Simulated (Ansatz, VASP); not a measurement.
Ga: VASP beside Ansatz

```xyz
2
Lattice="1.4596 -4.0919 0.0000 1.4596 4.0919 0.0000 0.0000 0.0000 3.1910" Properties=species:S:1:pos:R:3 pbc="T T T"
Ga    1.4596   -3.0035    0.7977
Ga    1.4596    3.0035    2.3932
```

Change from the starting cell: volume scaled by 1.02, PAW files.

Alike in both runs: task electric field gradients; functional PBE; k mesh 15 × 15 × 13; occupations fermi-dirac, width 0.05 eV; no spin polarisation.

```csv
,VASP,Ansatz
version,VASP 6.6.1,Ansatz 0.2.0
potentials or method,"VASP PAW PBE potentials, release 64 (Ga_d)","PAW with Ansatz's default frozen-core files, scalar-relativistic"
plane-wave cutoff (eV),520,420
valence electrons in the cell,26,26
```

|  | VASP | Ansatz | Ansatz less VASP |
| --- | --- | --- | --- |
| pressure (GPa) | 0.6 | 0.5 | -0.10 |
| traceless stress, the component that is largest in VASP (GPa) | -1.51 | -1.50 | +0.014 |
| rms of the force components (eV/Å) | 0.109 | 0.108 | -0.0007 |
| size of Vzz on the site where it differs most (V/Å²) | 23.6 | 25.0 | +1.41 |

Atom by atom the forces differ by 0.001 eV/Å (rms over components).
